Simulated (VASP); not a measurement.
**ZrP2O2: density of states with PBE+D3(BJ)**

Crystal: ZrP2O2.

```
CELL_PARAMETERS angstrom
3.25741 0.00000 0.00000
-1.62871 2.82100 0.00000
0.00000 0.00000 10.05788
ATOMIC_POSITIONS crystal
Zr 0.00000 0.00000 0.50000
P 0.66667 0.33333 0.06185
P 0.33333 0.66667 0.93815
O 0.33333 0.66667 0.59627
O 0.66667 0.33333 0.40373
```

* Program: VASP 6.6.1
* Task: density of states
* Functional: PBE
* Dispersion: D3(BJ)
* Potentials or basis: VASP PAW PBE potentials, release 64 (Zr_sv, P, O)
* Cutoff: 520 eV
* k mesh: 12 × 12 × 4
* Occupations: gaussian, width 0.02 eV
* Spin: no spin polarisation
* Dipole correction: no
* k mesh for the DOS: 18 × 18 × 6
* Occupations for the DOS: tetrahedron
* Further INCAR settings: ALGO = Normal; EDIFF = 1e-07; NBANDS = 25

The valence electrons inside the program's atomic spheres are Zr 9.67; P 2.46; O 5.06 and the dispersion energy per atom is -0.227 eV.

Levels at points of the mesh, in eV from the valence-band top:
```
           k point  band 13  band 14  band 15  band 16  band 17  band 18  band 19  band 20  band 21  band 22
(0.00, 0.00, 0.00)    -2.16    -2.16    -0.45    -0.08    -0.08     2.60     2.60     3.94     3.94     3.98
(0.50, 0.00, 0.00)    -2.98    -2.73    -2.37    -2.28    -1.40     2.00     2.64     3.46     3.52     4.32
(0.00, 0.00, 0.50)    -2.16    -2.16    -0.26    -0.08    -0.08     2.60     2.60     3.86     3.94     3.94
(0.50, 0.00, 0.50)    -3.17    -2.73    -2.29    -2.23    -1.41     2.00     2.54     3.46     3.63     4.32
```

Wall time 9.8 min on 1 thread of AMD EPYC 7R43 64-Core Processor (Zen 3) (shared host), peak memory 0.48 GiB.
